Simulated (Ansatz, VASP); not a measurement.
## One calculation of Ga2Se, two programs

```xyz
3
Lattice="0.0000 3.1069 3.1069 3.1069 0.0000 3.1069 3.1069 3.1069 0.0000" Properties=species:S:1:pos:R:3 pbc="T T T"
Ga    1.5535    1.5535    1.5535
Ga    4.6604    4.6604    4.6604
Se    0.0000    0.0000    0.0000
```

Alike in both runs: task single point; functional PBE; k mesh 6 × 6 × 6; occupations gaussian, width 0.1 eV; no spin polarisation.

|  | VASP | Ansatz |
| --- | --- | --- |
| version | VASP 6.6.1 | Ansatz 0.2.0 |
| potentials or method | VASP PAW PBE potentials, release 64 (Ga_d, Se), cutoff 520 eV | scalar-relativistic, plane waves, PAW |
| valence electrons in the cell | 32 | 42 |

|  | VASP | Ansatz | Ansatz less VASP |
| --- | --- | --- | --- |
| gap on the k mesh at the Fermi level (eV) | none | none | - |
| pressure (GPa) | 13.6 | 13.5 | -0.13 |

A gap of «none» marks a metal or a gap that the smearing closes. With one functional, cell and mesh, what is left measures potentials, basis and numerics. VASP's potentials hold 32 valence electrons a cell and Ansatz's 42, so a difference there can come from the potentials and not from the codes.
